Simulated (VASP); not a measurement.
# GaN: single point with r2SCAN

Crystal: GaN.

```
CELL_PARAMETERS angstrom
0.00000 2.29304 2.29304
2.29304 0.00000 2.29304
2.29304 2.29304 0.00000
ATOMIC_POSITIONS crystal
Ga 0.00000 0.00000 0.00000
N 0.75000 0.75000 0.75000
```

This cell differs from its parent crystal: volume scaled by 1.06.

```
Program                : VASP 6.6.1
Task                   : single point
Functional             : r2SCAN
Potentials or basis    : VASP PAW PBE potentials, release 64 (Ga_d, N_h)
Cutoff                 : 910 eV
k mesh                 : 10 × 10 × 10
Occupations            : gaussian, width 0.02 eV
Spin                   : no spin polarisation
Dipole correction      : no
Second run             : hard_potentials
Further INCAR settings : ALGO = Normal; EDIFF = 1e-06; NBANDS = 16
```

```
Pressure               : -9.2 GPa
Band gap on the k mesh : 1.77 eV, direct
```

Levels at points of the mesh, in eV from the valence-band top:
```csv
k point,band 7,band 8,band 9,band 10,band 11,band 12
"(0.00, 0.00, 0.00)",0.00,0.00,0.00,1.77,10.66,10.66
"(0.50, 0.00, 0.00)",-6.82,-0.93,-0.93,4.79,9.16,10.72
"(0.50, 0.50, 0.00)",-6.00,-2.60,-2.60,3.74,6.91,12.18
```

Run time: 70 s on 1 thread of Intel(R) Xeon(R) Platinum 8488C (Sapphire Rapids), with other jobs on the host, peak memory 0.21 GiB.

Caveat: the cutoff is under 1.25 times the usual one of these potentials, so pressure, stress and relaxed cells hold a basis-set (Pulay) error; the PAW data sets were made with another functional, which shifts forces and pressure a little.
